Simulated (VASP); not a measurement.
Pd, 1 atom in the cell. The structure is cubic, space group Fm-3m (No. 225). The conventional cell has a = 3.912 Å, b = 3.912 Å, c = 3.912 Å, α = 90.00°, β = 90.00°, γ = 90.00°. Pd (site symmetry m-3m) has 12 Pd at 2.77 Å within 3.6 Å. 

- Program: VASP 6.6.1
- Task: single point
- Functional: r2SCAN
- Potentials or basis: VASP PAW PBE potentials, release 64 (Pd)
- Cutoff: 520 eV
- k mesh: 14 × 14 × 14
- Occupations: gaussian, width 0.6 eV
- Spin: no spin polarisation
- Dipole correction: no
- Further INCAR settings: ALGO = Normal; EDIFF = 1e-06; NBANDS = 11

Potentials or basis: VASP PAW PBE potentials, release 64 (Pd).

The run is started by

```sh
$ cat potpaw_PBE.64/Pd/POTCAR > POTCAR
$ cp INCAR.step1 INCAR
$ mpirun -np 1 vasp_std > vasp.out
$ cp INCAR.step2 INCAR
$ mpirun -np 1 vasp_std > vasp.out
```

Hardware: 1 thread of Intel(R) Xeon(R) 6975P-C (Granite Rapids) (shared host).

**Question.** Estimate the wall time of this run.

**Answer.** It took 26 s on 1 thread of Intel(R) Xeon(R) 6975P-C (Granite Rapids) (shared host), peak memory 0.15 GiB. Counts: k points 104.
